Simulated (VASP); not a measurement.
The system is Pt.

```
Pt
1.0
    -1.59471    1.59471    1.59471
     1.59471   -1.59471    1.59471
     1.59471    1.59471   -1.59471
Pt
1
Direct
  0.00000 0.00000 0.00000
```

Base run:

```yaml
Program: VASP 6.6.1
Functional: PBEsol
Potentials_or_basis: VASP PAW PBE potentials, release 64 (Pt)
Cutoff: 520 eV
k_mesh: 12 × 12 × 12
Occupations: fermi-dirac, width 0.05 eV
Spin: no spin polarisation
```

Its results: band gap on the k mesh zero (band 5 reaches 10.52 eV, above the bottom of band 6 at 8.48 eV); pressure -15.6 GPa.

Problem. After a change of settings the same cell gave: band gap on the k mesh zero (band 5 reaches 10.50 eV, above the bottom of band 6 at 8.28 eV); pressure -10.6 GPa. Which change was it?
A. functional from PBEsol to PBE0; k mesh from 12 × 12 × 12 to 6 × 6 × 6
B. functional from PBEsol to PBE; further incar settings from ALGO = Normal; EDIFF = 1e-06; NBANDS = 11 to ALGO = Fast; EDIFF = 1e-06; NBANDS = 11
C. functional from PBEsol to r2SCAN
D. functional from PBEsol to LDA; potentials or basis from VASP PAW PBE potentials, release 64 (Pt) to VASP PAW LDA potentials, release 64 (Pt)

Solution. C.

Caveats: the PAW data sets were made with another functional, which shifts forces and pressure a little; spin-orbit coupling is left out, which moves the levels of the heavy elements.
